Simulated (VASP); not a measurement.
Here is a VASP 6.6.1 calculation.

The input INCAR:

```
PREC = Accurate
ENCUT = 600
EDIFF = 1E-6
ISMEAR = 0
SIGMA = 0.01
LREAL = F
LASPH = T
NELM = 120
ALGO = Normal
ISIF = 2
LWAVE = F
LCHARG = F
GGA = PE
ISYM = 0
NBANDS = 26
GGA_COMPAT = F
```

KPOINTS

```
Automatic mesh
0
Gamma
  1 1 1
```

POSCAR

```
C
1.0
    3.5670000000      0.0000000000      0.0000000000
    0.0000000000      3.5670000000      0.0000000000
    0.0000000000      0.0000000000      3.5670000000
C
8
Direct
    0.0032800000      0.0035900000     -0.0080600000
    0.0072600000      0.4920000000      0.5034000000
    0.4948500000     -0.0015300000      0.5071900000
    0.4940700000      0.5084000000     -0.0052600000
    0.2566800000      0.2493700000      0.2441700000
    0.2542100000      0.7417600000      0.7567600000
    0.7422400000      0.2527500000      0.7540900000
    0.7477900000      0.7575300000      0.2421900000
```

Potentials or basis: VASP PAW PBE potentials, release 64 (C).

Run with:

```bash
$ cat potpaw_PBE.64/C/POTCAR > POTCAR
$ mpirun -np 1 vasp_gam > vasp.out
```

(1) Predict the largest force.

(2) What does it give for the pressure?

(3) What does it give for the band gap on the k mesh?

Results:

(1) 2.724 eV/Å.

(2) 46.4 GPa.

(3) 3.96 eV.

Caveat: the k points lie up to 1.76 Å⁻¹ apart; forces of over 1 eV/Å act on the atoms, so gaps and moduli don't describe the material at rest.
